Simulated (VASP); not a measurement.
Crystal: Cu.

```
CELL_PARAMETERS angstrom
-1.44279 1.44279 1.37608
1.44279 -1.44279 1.37608
1.44279 1.44279 -1.37608
ATOMIC_POSITIONS crystal
Cu 0.00000 0.00000 0.00000
```

Base run:

```yaml
Program: VASP 6.6.1
Functional: r2SCAN
Dispersion: D4
Potentials_or_basis: VASP PAW PBE potentials, release 64 (Cu)
Cutoff: 520 eV
k_mesh: 13 × 13 × 13
Occupations: tetrahedron
Spin: no spin polarisation
```

Its results: pressure -1.4 GPa.

Q: The run is repeated on the same cell with these changes: occupations from tetrahedron to gaussian, width 0.025 eV; hubbard terms from none to Cu d U = 4.0 eV. What comes out?

A: Pressure -3.2 GPa.

Caveats: the PAW data sets were made with another functional, which shifts forces and pressure a little; pairwise dispersion overbinds metals, which lowers pressure and volume; tetrahedron occupations give inexact forces and stress in metals (some runs); U without spin polarisation on a metal has little footing (some runs); the U is typed as a test and isn't derived for this compound (some runs).
